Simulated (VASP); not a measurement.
Wanted: the native input for a VASP 6.6.1 run.

* Task: single point
* Functional: LDA
* Potentials or basis: VASP PAW LDA potentials, release 64 (C)
* Cutoff: 520 eV
* k mesh: 20 × 20 × 20
* Occupations: fermi-dirac, width 0.08 eV
* Spin: no spin polarisation
* Dipole correction: no
* Further INCAR settings: ALGO = Normal; EDIFF = 1e-06; NBANDS = 11

The structure of C lies in POSCAR:

```
C
1.0
    0.0000000000      1.6922044232      1.6922044232
    1.6922044232      0.0000000000      1.6922044232
    1.6922044232      1.6922044232      0.0000000000
C
2
Direct
   -0.1250000000     -0.1250000000     -0.1250000000
    0.1250000000      0.1250000000      0.1250000000
```

This cell differs from its parent crystal: volume scaled by 0.88.

The input as run:

INCAR

```
SYSTEM = C
ALGO = Normal
EDIFF = 1E-6
ENCUT = 520
GGA = CA
ISIF = 2
ISMEAR = -1
LASPH = .TRUE.
LCHARG = .FALSE.
LREAL = .FALSE.
LWAVE = .FALSE.
NBANDS = 11
NELM = 100
PREC = Accurate
SIGMA = 0.08
```

KPOINTS

```
k-points
0
G
  20 20 20
  0 0 0
```

Potentials or basis: VASP PAW LDA potentials, release 64 (C).

Command:

```console
$ cat potpaw_LDA.64/C/POTCAR > POTCAR
$ mpirun -np 1 vasp_std > vasp.out
```

It gave:

The pressure is 77.5 GPa. The band gap on the k mesh is 4.51 eV, indirect (least direct gap 5.99 eV).

Wall time 16 s on 1 thread of Intel Xeon 6975P-C (shared host), peak memory 0.12 GiB.
